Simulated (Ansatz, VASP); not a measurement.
# Two plane-wave programs on AlN

```
Al N
1.0
    -0.69051    1.89890    1.89890
     1.89890   -0.69051    1.89890
     1.89890    1.89890   -0.69051
Al N
1 1
Direct
  0.00000 0.00000 0.00000
  0.75000 0.75000 0.75000
```

Alike in both runs: task single point; functional r2SCAN; k mesh 10 × 10 × 10; occupations gaussian, width 0.05 eV; no spin polarisation.

```csv
,VASP,Ansatz
version,VASP 6.6.1,Ansatz 0.2.0
potentials or method,"VASP PAW PBE potentials, release 64 (Al, N), cutoff 520 eV","scalar-relativistic, plane waves, PAW"
valence electrons in the cell,8,8
```

|  | VASP | Ansatz | Ansatz less VASP |
| --- | --- | --- | --- |
| gap on the k mesh at the Fermi level (eV) | 1.61 | 1.68 | +0.071 |
| least direct gap on the mesh (eV) | 1.65 | 1.73 | +0.078 |
| rms of the force components (eV/Å) | 17.529 | 17.852 | +0.3235 |

VASP's potentials were made for PBE, not for r2SCAN. Atom by atom the forces differ by 0.323 eV/Å (rms over components). The functional is the same, so the differences come from potentials, cutoffs and numerics.
